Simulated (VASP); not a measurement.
A run of VASP 6.6.1:

INCAR

```
PREC = Accurate ; ENCUT = 520
EDIFF = 1E-6 ; ISMEAR = 0
SIGMA = 0.15 ; LREAL = F
LASPH = T ; NELM = 60
ALGO = Fast ; ISIF = 2
LWAVE = F ; LCHARG = T
GGA = PE ; LELF = T
LVHAR = T ; NBANDS = 14
```

File KPOINTS:

```
Automatic mesh
0
Gamma
  16 16 5
```

Contents of POSCAR:

```
Al
1.0
   -1.6174623135      1.6174623135     -1.6174623135
   -1.6174623135     -1.6174623135      1.6174623135
    0.0000000000      6.4698492542      6.4698492542
Al
4
Direct
    0.0000000000      0.0000000000      0.0000000000
    0.5000000000      0.5000000000      0.2500000000
    0.0000000000      0.0000000000      0.5000000000
    0.5000000000      0.5000000000      0.7500000000
```

Potentials or basis: VASP PAW PBE potentials, release 64 (Al).

Launch:

```bash
$ cat potpaw_PBE.64/Al/POTCAR > POTCAR
$ mpirun -np 1 vasp_std > vasp.out
```

Hardware: 1 thread of Intel Xeon 8259CL, on a shared host.

Question: How long does it take, and how much memory?

Answer: Run time: 3.7 min on 1 thread of Intel Xeon 8259CL (shared host), peak memory 0.29 GiB. Counts: scf iterations 12, k points 219.
